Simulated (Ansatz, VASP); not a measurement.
# Two plane-wave programs on GaP

INCAR

```
PREC = Accurate
ENCUT = 500
EDIFF = 1E-6
ISMEAR = 0
SIGMA = 0.02
LREAL = F
LASPH = T
NELM = 120
ALGO = Normal
ISIF = 2
LWAVE = F
LCHARG = F
GGA = PS
NBANDS = 16
GGA_COMPAT = F
```

The input KPOINTS:

```
regular mesh
0
Gamma
  6 6 6
```

Contents of POSCAR:

```
GaP
1.0
    0.0000000000      2.7192251022      2.7192251022
    2.7192251022      0.0000000000      2.7192251022
    2.7192251022      2.7192251022      0.0000000000
Ga P
1 1
Direct
    0.0000000000      0.0000000000      0.0000000000
    0.2500000000      0.2500000000      0.2500000000
```

Input for Ansatz:

```yaml
crystal:
  lattice:
    - [0.0, 2.7192251022, 2.7192251022]
    - [2.7192251022, 0.0, 2.7192251022]
    - [2.7192251022, 2.7192251022, 0.0]
  atoms:
    - { symbol: Ga, position: [0.0, 0.0, 0.0] }
    - { symbol: P, position: [0.25, 0.25, 0.25] }
basis:
  ecutwfc: 420
kpoints:
  mp_grid: { grid: [6, 6, 6] }
  band_path:
    path:
      - [0.0, 0.0, 0.0]
      - [-0.5, -0.5, 0.0]
      - [-0.375, -0.375, 0.25]
      - [-0.375, 0.0, 0.375]
      - [0.0, 0.0, 0.5]
      - [-0.5, -0.25, 0.25]
      - [0.0, 0.429687, 0.429688]
    npoints: 1
hamiltonian:
  xc: pbesol
scf:
  occupations: { method: gaussian, width: 0.02 }
  n_extra_bands: 4
output:
  forces: true
  stress: true
  eigenvalues: true
```

Alike in both runs: task single point; functional PBEsol; k mesh 6 × 6 × 6; occupations gaussian, width 0.02 eV; no spin polarisation.

|  | VASP | Ansatz |
| --- | --- | --- |
| version | VASP 6.6.1 | Ansatz 0.2.0 |
| potentials or method | VASP PAW PBE potentials, release 64 (Ga_d, P), cutoff 500 eV | scalar-relativistic, plane waves, PAW |
| valence electrons in the cell | 18 | 18 |

Ansatz gave:

- gap on the k mesh at the Fermi level (eV): 1.50
- least direct gap on the mesh (eV): 1.80
- pressure (GPa): 0.0

Problem. What did VASP give for the same quantities?

Solution. gap on the k mesh at the Fermi level (eV): 1.50; least direct gap on the mesh (eV): 1.80; pressure (GPa): -0.1.

VASP's potentials were made for PBE, not for PBEsol.
